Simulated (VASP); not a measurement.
# K2S (Fm-3m) in VASP: notebook

Runs on K2S. Level: r2SCAN. Tasks: phonons.

Everything below comes from runs of VASP 6.6.1. Logs are shortened: lines on timing, memory, paths and dates and some standing lists are left out, and cuts for length are marked.

## (1) The cell of the first run

Symmetry: Fm-3m, No. 225, cubic system. The conventional cell has a = 7.206 Å, b = 7.206 Å, c = 7.206 Å, α = 90.00°, β = 90.00°, γ = 90.00°. Within 4.1 Å of K (site symmetry -43m) lie 4 S at 3.12 Å and 6 K at 3.60 Å. Within 4.1 Å of S (site symmetry m-3m) lie 8 K at 3.12 Å.

## (2) Phonons, r2SCAN

INCAR reads:

```
PREC     = Accurate       # precision mode
ENCUT    = 550            # plane-wave cutoff, eV
EDIFF    = 1E-8           # SCF threshold, eV
ISMEAR   = 0              # smearing method
SIGMA    = 0.01           # smearing width, eV
LREAL    = False          # projectors in reciprocal space
LASPH    = True           # aspherical terms in the spheres
NELM     = 120            # most SCF steps
ALGO     = Normal         # electronic algorithm
ISIF     = 2              # what is computed and relaxed
LWAVE    = False          # write WAVECAR
LCHARG   = False          # write CHGCAR
METAGGA  = R2SCAN         # meta-GGA
LMIXTAU  = True         
IBRION   = 6              # ionic algorithm
NFREE    = 2            
POTIM    = 0.015          # step
NSW      = 1              # ionic steps
GGA_COMPAT= False
```

KPOINTS reads:

```
regular mesh
0
Gamma
  6 6 6
```

POSCAR reads:

```
K2S
1.0
    3.6028417878      3.6028417878      0.0000000000
   -3.6028417878      3.6028417878      0.0000000000
    0.0000000000      3.6028417878      3.6028417878
K S
2 1
Direct
    0.2500000000      0.7500000000      0.5000000000
    0.7500000000      0.2500000000      0.5000000000
    0.0000000000      0.0000000000      0.0000000000
```

Potentials or basis: VASP PAW PBE potentials, release 64 (K_sv, S).

On the command line:

```
$ cat potpaw_PBE.64/K_sv/POTCAR potpaw_PBE.64/S/POTCAR > POTCAR
$ mpirun -np 1 vasp_std > vasp.out
```

OUTCAR:

```text
PREC = Accurate
   ENCUT = 550
   EDIFF = 1E-8
   ISMEAR = 0
   LREAL = False
   LASPH = True
   NELM = 120
   ISIF = 2
   METAGGA = R2SCAN
   IBRION = 6
   NFREE = 2
   POTIM = 0.015
   NSW = 1

 ion  position               nearest neighbor table
   1  0.250  0.750  0.500-   3 3.12   3 3.12   3 3.12   3 3.12   2 3.60   2 3.60   2 3.60   2 3.60
                             2 3.60   2 3.60
   2  0.750  0.250  0.500-   3 3.12   3 3.12   3 3.12   3 3.12   1 3.60   1 3.60   1 3.60   1 3.60
                             1 3.60   1 3.60
   3  0.000  0.000  0.000-   2 3.12   1 3.12   1 3.12   2 3.12   1 3.12   2 3.12   2 3.12   1 3.12

  LATTYP: Found a face centered cubic cell.
 ALAT       =     7.2056835756

  Lattice vectors:

 A1 = (   0.0000000000,   3.6028417878,   3.6028417878)
 A2 = (   3.6028417878,   0.0000000000,   3.6028417878)
 A3 = (   3.6028417878,   3.6028417878,   0.0000000000)

Analysis of symmetry for initial positions (statically):
=====================================================================
 Subroutine PRICEL returns:
 Original cell was already a primitive cell.

 Routine SETGRP: Setting up the symmetry group for a
 face centered cubic supercell.

 Subroutine GETGRP returns: Found 48 space group operations
 (whereof 48 operations were pure point group operations)
 out of a pool of 48 trial point group operations.

The static configuration has the point symmetry O_h .

Analysis of symmetry for dynamics (positions and initial velocities):
=====================================================================
 Subroutine PRICEL returns:
 Original cell was already a primitive cell.

 Routine SETGRP: Setting up the symmetry group for a
 face centered cubic supercell.

 Subroutine GETGRP returns: Found 48 space group operations
 (whereof 48 operations were pure point group operations)
 out of a pool of 48 trial point group operations.

The dynamic configuration has the point symmetry O_h .

 Subroutine INISYM returns: Found 48 space group operations
 (whereof 48 operations are pure point group operations),
 and found     1 'primitive' translations

----------------------------------------------------------------------------------------

                                     Primitive cell

  volume of cell :      93.5332

  direct lattice vectors                    reciprocal lattice vectors
     3.602841788  3.602841788  0.000000000     0.138779338  0.138779338 -0.138779338
    -3.602841788  3.602841788  0.000000000    -0.138779338  0.138779338 -0.138779338
     0.000000000  3.602841788  3.602841788     0.000000000  0.000000000  0.277558677

  length of vectors
     5.095187719  5.095187719  5.095187719     0.240372865  0.240372865  0.277558677

  position of ions in fractional coordinates (direct lattice)
     0.250000000  0.750000000  0.500000000
     0.750000000  0.250000000  0.500000000
     0.000000000  0.000000000  0.000000000

  ion indices of the primitive-cell ions
   primitive index   ion index
                 1           1
                 2           2
                 3           3

----------------------------------------------------------------------------------------

 KPOINTS: regular mesh

Automatic generation of k-mesh.
 Grid dimensions read from file:
 generate k-points for:    6    6    6

 Generating k-lattice:

  Cartesian coordinates                     Fractional coordinates (reciprocal lattice)
     0.023129890  0.023129890 -0.023129890     0.166666667  0.000000000  0.000000000
    -0.023129890  0.023129890 -0.023129890     0.000000000  0.166666667  0.000000000
     0.000000000  0.000000000  0.046259779     0.000000000  0.000000000  0.166666667

  Length of vectors
     0.040062144  0.040062144  0.046259779

  Shift w.r.t. Gamma in fractional coordinates (k-lattice)
     0.000000000  0.000000000  0.000000000

 Subroutine IBZKPT returns following result:
 ===========================================

 Found     16 irreducible k-points:

 Following reciprocal coordinates:
            Coordinates               Weight
  0.000000  0.000000  0.000000      1.000000
  0.166667  0.000000  0.000000      8.000000
  0.333333  0.000000  0.000000      8.000000
  0.500000  0.000000  0.000000      4.000000
  0.166667  0.166667  0.000000     12.000000
  0.333333  0.166667  0.000000     24.000000
[... 8 lines left out ...]
  0.500000  0.333333  0.166667     24.000000
  0.500000  0.500000  0.166667     12.000000
   k-points           NKPTS =     16   k-points in BZ     NKDIM =     16   number of bands    NBANDS=     16
   number of dos      NEDOS =    301   number of ions     NIONS =      3
   total plane-waves  NPLWV =  64000
   dimension x,y,z NGX =    40 NGY =   40 NGZ =   40
   dimension x,y,z NGXF=    80 NGYF=   80 NGZF=   80
   ions per type =               2   1
   NGX,Y,Z   is equivalent  to a cutoff of  13.05, 13.05, 13.05 a.u.
   NGXF,Y,Z  is equivalent  to a cutoff of  26.10, 26.10, 26.10 a.u.
 SYSTEM =  unknown system
   PREC   = accura    normal or accurate (medium, high low for compatibility)
   ISTART =      0    job   : 0-new  1-cont  2-samecut
   ICHARG =      2    charge: 1-file 2-atom 10-const
   ISPIN  =      1    spin polarized calculation?
   LNONCOLLINEAR =      F non collinear calculations
   LSORBIT =      F    spin-orbit coupling
   LASPH  =      T    aspherical Exc in radial PAW
   ENCUT  =  550.0 eV  40.42 Ry    6.36 a.u.   9.74  9.74  9.74*2*pi/ulx,y,z
   NELM   =    120;   NELMIN=  2; NELMDL= -5     # of ELM steps
   EDIFF  = 0.1E-07   stopping-criterion for ELM
   LREAL  =      F    real-space projection
   EDIFFG = 0.1E-06   stopping-criterion for IOM
   NSW    =     73    number of steps for IOM
   IBRION =      6    ionic relax: 0-MD 1-quasi-New 2-CG
   NFREE  =      2    steps in history (QN), initial steepest desc. (CG)
   ISIF   =      2    stress and relaxation
   ISYM   =      2    0-nonsym 1-usesym 2-fastsym
   POTIM  = 0.0150    time-step for ionic-motion
   TEBEG  =    0.0;   TEEND  =   0.0 temperature during run
   PSTRESS=    0.0 pullay stress
   NELECT =      24.0000    total number of electrons
   NUPDOWN=      -1.0000    fix difference up-down
   EMIN   =  10.00;   EMAX   =-10.00  energy-range for DOS
   EFERMI =   0.00;   METHOD = LEGACY
   ISMEAR =     0;   SIGMA  =   0.01  broadening in eV -4-tet -1-fermi 0-gaus
   EFERMI_NEDOS =   21; number of points for ismear=-14 and -15
   IALGO  =     38    algorithm
   IMIX   =      4    mixing-type and parameters
     AMIX     =   0.40;   BMIX     =  1.00
     AMIX_MAG =   1.60;   BMIX_MAG =  1.00
  volume/ion in A,a.u.               =      31.18       210.40
  Fermi-wavevector in a.u.,A,eV,Ry     =   1.040296  1.965873 14.724425  1.082215
  Thomas-Fermi vector in A             =   2.174865
   LORBIT       =      0    0 simple, 1 ext, 2 COOP (PROOUT), +10 PAW based schemes
   METAGGA = R2SCAN    functional components
   LHFCALC =     F    Hartree Fock is set to
   AEXX    =    0.0000 exact exchange contribution
   IVDW    =     0    specifies the selected vdW correction
   LEPSILON=     F    determine dielectric tensor
   LRPA    =     F    only Hartree local field effects (RPA)
 finite differences with symmetry
 non-spin polarized calculation
 Gauss-broadening in eV      SIGMA  =   0.01
  energy-cutoff  :      550.00
  volume of cell :       93.53
 maximum number of plane-waves:      2764
   NGX = 19   NGY = 19   NGZ = 19

--------------------------------------- Ionic step        1  -------------------------------------------

 number of electron      24.0000003 magnetization

 Free energy of the ion-electron system (eV)
  ---------------------------------------------------
  ext. energy  EPLUGINS =         0.00000000
  ---------------------------------------------------
  free energy    TOTEN  =       -23.76403979 eV

  energy without entropy =      -23.76403979  energy(sigma->0) =      -23.76403979

------------------------ aborting loop because EDIFF is reached ----------------------------------------

  FORCE on cell =-STRESS in cart. coord.  units (eV):
  Direction    XX          YY          ZZ          XY          YZ          ZX
  --------------------------------------------------------------------------------------
  -------------------------------------------------------------------------------------
  Total        1.1916933      1.1916933      1.1916933     -0.0000000      0.0000000     -0.0000000
  in kB       20.4131255     20.4131255     20.4131255     -0.0000000      0.0000000     -0.0000000
  external PRESSURE =      20.4131255 kB  Pullay stress =       0.0000000 kB
[... 133 lines left out ...]
  energy  without entropy=      -23.7636591900  energy(sigma->0) =      -23.76365919

--------------------------------------- Ionic step        5  -------------------------------------------

 number of electron      24.0000002 magnetization

 Free energy of the ion-electron system (eV)
  ---------------------------------------------------
  ext. energy  EPLUGINS =         0.00000000
  ---------------------------------------------------
  free energy    TOTEN  =       -23.76365917 eV

  energy without entropy =      -23.76365917  energy(sigma->0) =      -23.76365917

 E-fermi :  -0.2569     XC(G=0):  -8.0439

 val. band max:       -0.3163631709   @ k =   0.0000  -1.0000  -0.5000
 cond. band min:       2.6493609599   @ k =   0.0000   0.0000   0.0000
 fundamental gap:      2.9657241308
 Fermi energy:        -0.2568685454

 k-point     1 :       0.0000    0.0000    0.0000
  band No.  band energies     occupation
      1     -30.6302      2.00000
      2     -30.5194      2.00000
      3     -13.4774      2.00000
      4     -13.4774      2.00000
      5     -13.4774      2.00000
      6     -13.1876      2.00000
[... 8 lines left out ...]
     15       5.6308      0.00000
     16       7.9677      0.00000
[... 420 lines left out ...]
  band No.  band energies     occupation
      1     -30.6007      2.00000
      2     -30.5455      2.00000
      3     -13.6403      2.00000
      4     -13.5400      2.00000
      5     -13.5399      2.00000
      6     -13.1976      2.00000
[... 8 lines left out ...]
     15       6.3644      0.00000
     16       6.5048      0.00000

 [... further k-points ...]
[... 5 lines left out ...]
  --------------------------------------------------------------------------------------
  -------------------------------------------------------------------------------------
  Total        1.1918875      1.1932002      1.1932002      0.0000000      0.0000000      0.0000000
  in kB       20.4164530     20.4389378     20.4389378      0.0000000      0.0000000      0.0000000
  external PRESSURE =      20.4314428 kB  Pullay stress =       0.0000000 kB
[... 18 lines left out ...]
  FREE ENERGIE OF THE ION-ELECTRON SYSTEM (eV)
  ---------------------------------------------------
  free  energy   TOTEN  =       -23.7636591668 eV

  energy  without entropy=      -23.7636591668  energy(sigma->0) =      -23.76365917

 INTERNAL STRAIN TENSORS FROM DISPLACED ATOMS
 ============================================

 INTERNAL STRAIN TENSOR FOR ION    1 for displacements in x,y,z  (eV/Angst):
          X           Y           Z          XY          YZ          ZX
  --------------------------------------------------------------------------------
  x     0.00000    -0.00000    -0.00000    -0.00000    -2.67362     0.00000
  y     0.00000     0.00000     0.00000     0.00000    -0.00000    -2.67362
  z    -0.00000    -0.00000     0.00000    -2.67362     0.00000     0.00000

 INTERNAL STRAIN TENSOR FOR ION    3 for displacements in x,y,z  (eV/Angst):
          X           Y           Z          XY          YZ          ZX
  --------------------------------------------------------------------------------
  x     0.00000     0.00000     0.00000     0.00000     0.00000     0.00000
  y     0.00000     0.00000     0.00000     0.00000     0.00000     0.00000
  z     0.00000     0.00000     0.00000     0.00000     0.00000     0.00000

 Eigenvectors and eigenvalues of the dynamical matrix
 ----------------------------------------------------

   1 f  =    5.967646 THz    37.495825 2PiTHz  199.059241 cm-1    24.680189 meV
             X         Y         Z           dx          dy          dz
     -1.801421  5.404263  1.801421     0.114269   -0.360657    0.039797
      1.801421  5.404263  1.801421     0.114269   -0.360657    0.039797
      0.000000  0.000000  0.000000    -0.253207    0.799175   -0.088186

   2 f  =    5.967646 THz    37.495825 2PiTHz  199.059241 cm-1    24.680189 meV
             X         Y         Z           dx          dy          dz
     -1.801421  5.404263  1.801421    -0.362783   -0.112785    0.019552
      1.801421  5.404263  1.801421    -0.362783   -0.112785    0.019552
      0.000000  0.000000  0.000000     0.803887    0.249919   -0.043324
[... 37 lines left out ...]
   9 f/i=    0.009125 THz     0.057332 2PiTHz    0.304366 cm-1     0.037737 meV
             X         Y         Z           dx          dy          dz
     -1.801421  5.404263  1.801421     0.375797    0.421477    0.190839
      1.801421  5.404263  1.801421     0.375797    0.421477    0.190839
      0.000000  0.000000  0.000000     0.339184    0.380413    0.172246

 ELASTIC MODULI CONTR FROM IONIC RELAXATION (kBar)
 Direction    XX          YY          ZZ          XY          YZ          ZX
 --------------------------------------------------------------------------------
 XX          -0.0000     -0.0000     -0.0000     -0.0000      0.0000      0.0000
 YY          -0.0000     -0.0000     -0.0000     -0.0000     -0.0000      0.0000
 ZZ          -0.0000     -0.0000     -0.0000     -0.0000     -0.0000      0.0000
 XY          -0.0000     -0.0000     -0.0000    -82.2395      0.0000      0.0000
 YZ           0.0000     -0.0000     -0.0000      0.0000    -82.2395     -0.0000
 ZX           0.0000      0.0000      0.0000      0.0000     -0.0000    -82.2395
 --------------------------------------------------------------------------------
```

Run time: 10 min. Hardware: 1 thread of Intel Xeon 6975P-C (Granite Rapids), shared host; peak memory 0.33 GiB.

Results:

```yaml
Highest_phonon_frequency_at_Γ_LO-TO_splitting_left_out: 199 cm⁻¹
```

Phonon frequencies in cm⁻¹ (negative: imaginary):
| q point | frequencies |
| --- | --- |
| (0.000, 0.000, 0.000) | 0 0 0 144 144 144 199 199 199 |

Caveat: the cell stands under pressure or tension, which shifts response properties; the PAW data sets were made with another functional, which shifts forces and pressure a little.

[end of part 1 of 2]
